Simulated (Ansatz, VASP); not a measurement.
# One calculation of SnF4, two programs

The input INCAR:

```
PREC = Accurate ; ENCUT = 520
EDIFF = 1E-7 ; ISMEAR = 0
SIGMA = 0.05 ; LREAL = False
LASPH = True ; NELM = 100
ALGO = Normal ; ISIF = 2
LWAVE = False ; LCHARG = False
GGA = CA ; NBANDS = 29
```

KPOINTS

```
regular mesh
0
Gamma
  8 8 8
```

The input POSCAR:

```
SnF4
1.0
   -1.9946250000      2.0250000000      3.9650000000
    1.9946250000     -2.0250000000      3.9650000000
    1.9946250000      2.0250000000     -3.9650000000
Sn F
1 4
Direct
    0.0000000000      0.0000000000      0.0000000000
    0.2370000000      0.2370000000      0.0000000000
    0.7630000000      0.7630000000      0.0000000000
    0.5000000000      0.0000000000      0.5000000000
    0.0000000000      0.5000000000      0.5000000000
```

Input for Ansatz:

```yaml
crystal:
  lattice:
    - [-1.994625, 2.025, 3.965]
    - [1.994625, -2.025, 3.965]
    - [1.994625, 2.025, -3.965]
  atoms:
    - { symbol: Sn, position: [0.0, 0.0, 0.0] }
    - { symbol: F, position: [0.237, 0.237, 0.0] }
    - { symbol: F, position: [0.763, 0.763, 0.0] }
    - { symbol: F, position: [0.5, 0.0, 0.5] }
    - { symbol: F, position: [0.0, 0.5, 0.5] }
basis:
  ecutwfc: 420
kpoints:
  mp_grid: { grid: [8, 8, 8] }
hamiltonian:
  xc: lda
scf:
  occupations: { method: gaussian, width: 0.05 }
output:
  forces: true
  stress: true
  eigenvalues: true
```

Change from the starting cell: strain -0.0150 x Voigt [1, 0, 0, 0, 0, 0], atoms carried along.

Alike in both runs: task single point; functional LDA; k mesh 8 × 8 × 8; occupations gaussian, width 0.05 eV; no spin polarisation.

|  | VASP | Ansatz |
| --- | --- | --- |
| version | VASP 6.6.1 | Ansatz 0.2.0 |
| potentials or method | VASP PAW LDA potentials, release 64 (Sn_d, F), cutoff 520 eV | scalar-relativistic, plane waves, PAW |
| valence electrons in the cell | 42 | 42 |

```tsv
	VASP	Ansatz	Ansatz less VASP
gap on the k mesh at the Fermi level (eV)	3.35	3.36	+0.014
least direct gap on the mesh (eV)	3.60	3.61	+0.011
pressure (GPa)	1.9	0.9	-1.00
traceless stress, the component that is largest in VASP (GPa)	2.99	3.36	+0.368
rms of the force components (eV/Å)	0.130	0.039	-0.0911
```

LDA's correlation is that of Perdew and Zunger in VASP and of Perdew and Wang (1992) in Ansatz. Atom by atom the forces differ by 0.091 eV/Å (rms over components).
